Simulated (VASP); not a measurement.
Runs of VASP 6.6.1 on Ge. The structure is that of space group Fm-3m (No. 225), or close to it. The cells are those of the table. 

```tsv
spin	cell	cutoff (eV)	gap on the mesh (eV)	pressure (GPa)	moment (μB)
off	a = 3.026 Å, angles 60.0°, 1 atom	520	none	0.1	-
non-collinear, zero start, SOC	a = 3.026 Å, angles 60.0°, 1 atom	520	-	0.1	0.00
off	a = 3.006 Å, angles 60.0°, 1 atom	500	none	(a)	-
non-collinear, zero start, SOC	a = 3.006 Å, angles 60.0°, 1 atom	500	-	1.3	0.00
```

Alike in all rows: task single point; level PBE; potentials or basis VASP PAW PBE potentials, release 64 (Ge_d); k mesh 4 × 4 × 4; smearing fermi-dirac 0.15 eV.

Q: Estimate the missing entries.

A: (a) 1.4.

Caveats: all runs use coarse meshes.

A k mesh can miss the band edges, and rows without SOC leave out spin-orbit coupling on Ge.

A gap of «none» marks levels without a gap at the run's occupations.
